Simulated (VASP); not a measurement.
# TiAl (P-6m2) in VASP: a series of runs

TiAl is run at these levels: LDA; tasks: single point.

All numbers are computed with VASP 6.6.1; they aren't measurements. Logs are shortened: lines on timing, memory, paths and dates and some standing lists are left out, and cuts for length are marked.

**1. The cell of the first run**

It takes space group P-6m2 (No. 187, hexagonal). The conventional cell has a = 2.920 Å, b = 2.920 Å, c = 4.767 Å, α = 90.00°, β = 90.00°, γ = 120.00°. Ti (site symmetry -6m2) has 6 Al at 2.92 Å and 6 Ti at 2.92 Å within 3.8 Å. Al (site symmetry -6m2) has 6 Ti at 2.92 Å and 6 Al at 2.92 Å within 3.8 Å.

**2. Single point, LDA, collinear spin, ferromagnetic start**

Input file INCAR:

```
SYSTEM = TiAl
PREC = Accurate ; ENCUT = 520
EDIFF = 1E-7 ; ISMEAR = 0
SIGMA = 0.15 ; LREAL = .FALSE.
LASPH = .TRUE. ; NELM = 150
ALGO = Normal ; ISIF = 2
LWAVE = .FALSE. ; LCHARG = .FALSE.
ISPIN = 2 ; MAGMOM = 1 0
LORBIT = 11 ; NUPDOWN = 1.0
LMAXMIX = 4 ; GGA = CA
NBANDS = 18
```

Input file KPOINTS:

```
Automatic mesh
0
G
  21 21 12
  0 0 0
```

Input file POSCAR:

```
TiAl
1.0
    2.9202514666      0.0000000000      0.0000000000
   -1.4601257333      2.5290119555      0.0000000000
    0.0000000000      0.0000000000      4.7667335796
Ti Al
1 1
Direct
    0.0000000000      0.0000000000      0.0000000000
    0.3333333333      0.6666666667      0.5000000000
```

Potentials or basis: VASP PAW LDA potentials, release 64 (Ti_sv, Al).

On the command line:

```console
cat potpaw_LDA.64/Ti_sv/POTCAR potpaw_LDA.64/Al/POTCAR > POTCAR
mpirun -np 1 vasp_std > vasp.out
```

OUTCAR:

```text
SYSTEM = TiAl
   PREC = Accurate
   ENCUT = 520
   EDIFF = 1E-7
   ISMEAR = 0
   LREAL = .FALSE.
   LASPH = .TRUE.
   NELM = 150
   ISIF = 2
   ISPIN = 2
   LORBIT = 11
   NUPDOWN = 1.0
   GGA = CA

 ion  position               nearest neighbor table
   1  0.000  0.000  0.000-   2 2.92   2 2.92   2 2.92   2 2.92   2 2.92   2 2.92
   2  0.333  0.667  0.500-   1 2.92   1 2.92   1 2.92   1 2.92   1 2.92   1 2.92

  LATTYP: Found a hexagonal cell.
 ALAT       =     2.9202514666
 C/A-ratio  =     1.6323024350

  Lattice vectors:

 A1 = (   2.9202514666,   0.0000000000,   0.0000000000)
 A2 = (  -1.4601257333,   2.5290119555,   0.0000000000)
 A3 = (   0.0000000000,   0.0000000000,   4.7667335796)

Analysis of symmetry for initial positions (statically):
=====================================================================
 Subroutine PRICEL returns:
 Original cell was already a primitive cell.

 Routine SETGRP: Setting up the symmetry group for a
 hexagonal supercell.

 Subroutine GETGRP returns: Found 12 space group operations
 (whereof 12 operations were pure point group operations)
 out of a pool of 24 trial point group operations.

The static configuration has the point symmetry D_3h.

Analysis of symmetry for dynamics (positions and initial velocities):
=====================================================================
 Subroutine PRICEL returns:
 Original cell was already a primitive cell.

 Routine SETGRP: Setting up the symmetry group for a
 hexagonal supercell.

 Subroutine GETGRP returns: Found 12 space group operations
 (whereof 12 operations were pure point group operations)
 out of a pool of 24 trial point group operations.

The dynamic configuration has the point symmetry D_3h.

Analysis of structural, dynamic, and magnetic symmetry:
=====================================================================
 Subroutine PRICEL returns:
 Original cell was already a primitive cell.

 Routine SETGRP: Setting up the symmetry group for a
 hexagonal supercell.

 Subroutine GETGRP returns: Found 12 space group operations
 (whereof 12 operations were pure point group operations)
 out of a pool of 24 trial point group operations.

The overall configuration has the point symmetry D_3h.

 Subroutine INISYM returns: Found 12 space group operations
 (whereof 12 operations are pure point group operations),
 and found     1 'primitive' translations

----------------------------------------------------------------------------------------

[... 108 lines left out ...]
   EFERMI_NEDOS =   21; number of points for ismear=-14 and -15
   IALGO  =     38    algorithm
   IMIX   =      4    mixing-type and parameters
     AMIX     =   0.40;   BMIX     =  1.00
     AMIX_MAG =   1.60;   BMIX_MAG =  1.00
  volume/ion in A,a.u.               =      17.60       118.78
  Fermi-wavevector in a.u.,A,eV,Ry     =   1.231898  2.327949 20.647814  1.517571
  Thomas-Fermi vector in A             =   2.366689
   LORBIT       =     11    0 simple, 1 ext, 2 COOP (PROOUT), +10 PAW based schemes
   GGA     = CA    functional components
   LHFCALC =     F    Hartree Fock is set to
   AEXX    =    0.0000 exact exchange contribution
   IVDW    =     0    specifies the selected vdW correction
   LEPSILON=     F    determine dielectric tensor
   LRPA    =     F    only Hartree local field effects (RPA)
 spin polarized calculation
 Gauss-broadening in eV      SIGMA  =   0.15
  energy-cutoff  :      520.00
  volume of cell :       35.20
 maximum number of plane-waves:       970
 NGX is ok and might be reduce to    24
   NGX = 11   NGY = 11   NGZ = 17

 number of electron      14.9999996 magnetization       0.9999999

 Free energy of the ion-electron system (eV)
  ---------------------------------------------------
  ext. energy  EPLUGINS =         0.00000000
  ---------------------------------------------------
  free energy    TOTEN  =       -13.03674596 eV

  energy without entropy =      -13.01749468  energy(sigma->0) =      -13.02712032

 E-fermi :   7.0110     XC(G=0): -10.9075

 val. band max:        7.4847475105   @ k =   0.3333   0.1905   0.3333
 cond. band min:       7.0138570961   @ k =   0.4286   0.1429   0.2500
 fundamental gap:     -0.4708904145
 Fermi energy:         7.4923560043

 spin component 1

 k-point     1 :       0.0000    0.0000    0.0000
  band No.  band energies     occupation
      1     -49.0292      1.00000
      2     -25.7216      1.00000
      3     -25.3584      1.00000
      4     -25.3584      1.00000
      5      -1.6408      1.00000
      6       4.6178      1.00000
[... 493 lines left out ...]
     17      21.6488      0.00000
     18      22.4467      0.00000

 [... further k-points ...]

 spin component 2

 k-point     1 :       0.0000    0.0000    0.0000
  band No.  band energies     occupation
      1     -48.5126      1.00000
      2     -25.2601      1.00000
      3     -24.8173      1.00000
      4     -24.8173      1.00000
      5      -1.4279      1.00000
      6       5.1797      1.00000
[... 493 lines left out ...]
     17      21.9105      0.00000
     18      22.8424      0.00000

 [... further k-points ...]
[... 5 lines left out ...]
  --------------------------------------------------------------------------------------
  -------------------------------------------------------------------------------------
  Total       -1.8136942     -1.8136942     -2.8713351      0.0000000      0.0000000      0.0000000
  in kB      -82.5434529    -82.5434529   -130.6779932      0.0000000      0.0000000      0.0000000
  external PRESSURE =     -98.5882997 kB  Pullay stress =       0.0000000 kB

 VOLUME and BASIS-vectors are now :
 -----------------------------------------------------------------------------
  energy-cutoff  :      520.00
  volume of cell :       35.20
      direct lattice vectors                 reciprocal lattice vectors
     2.920251467  0.000000000  0.000000000     0.342436263  0.197705669  0.000000000
    -1.460125733  2.529011956  0.000000000     0.000000000  0.395411338  0.000000000
     0.000000000  0.000000000  4.766733580     0.000000000  0.000000000  0.209787265

 POSITION                                       TOTAL-FORCE (eV/Angst)
 -----------------------------------------------------------------------------------
      0.00000      0.00000      0.00000        -0.000000      0.000000      0.000000
     -0.00000      1.68601      2.38337         0.000000     -0.000000      0.000000
 -----------------------------------------------------------------------------------
    total drift:                                0.000000     -0.000000      0.000000

  FREE ENERGIE OF THE ION-ELECTRON SYSTEM (eV)
  ---------------------------------------------------
  free  energy   TOTEN  =       -13.0367459634 eV

  energy  without entropy=      -13.0174946764  energy(sigma->0) =      -13.02712032

 total charge

# of ion       s       p       d       tot
------------------------------------------
    1        2.210   6.112   1.908  10.230
    2        0.436   0.361   0.000   0.798
--------------------------------------------------
tot          2.646   6.473   1.908  11.028

 magnetization (x)

# of ion       s       p       d       tot
------------------------------------------
    1        0.007   0.043   0.569   0.619
    2        0.001   0.018   0.000   0.019
--------------------------------------------------
tot          0.008   0.061   0.569   0.638
```

Run time: 3.1 min. Hardware: 1 thread of AMD EPYC 9R45 (Zen 5), shared host; peak memory 0.37 GiB.

What came out:

```yaml
Free_energy: -13.0367 eV
Pressure: -9.9 GPa
Net_moment: 1.00 μB per cell
Site_moments: Ti +0.62; Al +0.02 μB
Valence_electrons_inside_the_program's_atomic_spheres: Ti 10.23; Al 0.80
```

Caveat: the total moment is fixed, so each spin has its own Fermi level.

**3. Single point, LDA, collinear spin, ferromagnetic start**

Input file INCAR:

```
ALGO     = Normal         # electronic algorithm
EDIFF    = 1E-6           # SCF threshold, eV
ENCUT    = 520            # plane-wave cutoff, eV
GGA      = CA             # functional
ISIF     = 2              # what is computed and relaxed
ISMEAR   = 0              # smearing method
ISPIN    = 2              # spin polarisation
LASPH    = T              # aspherical terms in the spheres
LCHARG   = F              # write CHGCAR
LMAXMIX  = 4              # l up to which the mixer works
LORBIT   = 11             # projections on sites
LREAL    = F              # projectors in reciprocal space
LWAVE    = F              # write WAVECAR
MAGMOM   = 0.875 0        # initial moments
NBANDS   = 18             # bands
NELM     = 150            # most SCF steps
NUPDOWN  = 0.875          # fixed moment
PREC     = Accurate       # precision mode
SIGMA    = 0.15           # smearing width, eV
```

Input file KPOINTS:

```
k-points
0
Gamma
  21 21 12
```

POSCAR is that of step 2.

Potentials or basis: VASP PAW LDA potentials, release 64 (Ti_sv, Al).

On the command line:

```console
cat potpaw_LDA.64/Ti_sv/POTCAR potpaw_LDA.64/Al/POTCAR > POTCAR
mpirun -np 1 vasp_std > vasp.out
```

Wall time 3.1 min (1 thread of AMD EPYC 9R45 (Zen 5), shared host); peak memory 0.37 GiB.

The run converged. Its results:

* Free energy: -13.0636 eV
* Pressure: -10.1 GPa
* Net moment: 0.87 μB per cell
* Site moments: Ti +0.54; Al +0.02 μB
* Valence electrons inside the program's atomic spheres: Ti 10.23; Al 0.80

Stress tensor (GPa, compression positive):
```
 -8.64   0.00   0.00
  0.00  -8.64   0.00
  0.00   0.00 -12.92
```

Caveat: the total moment is fixed, so each spin has its own Fermi level.
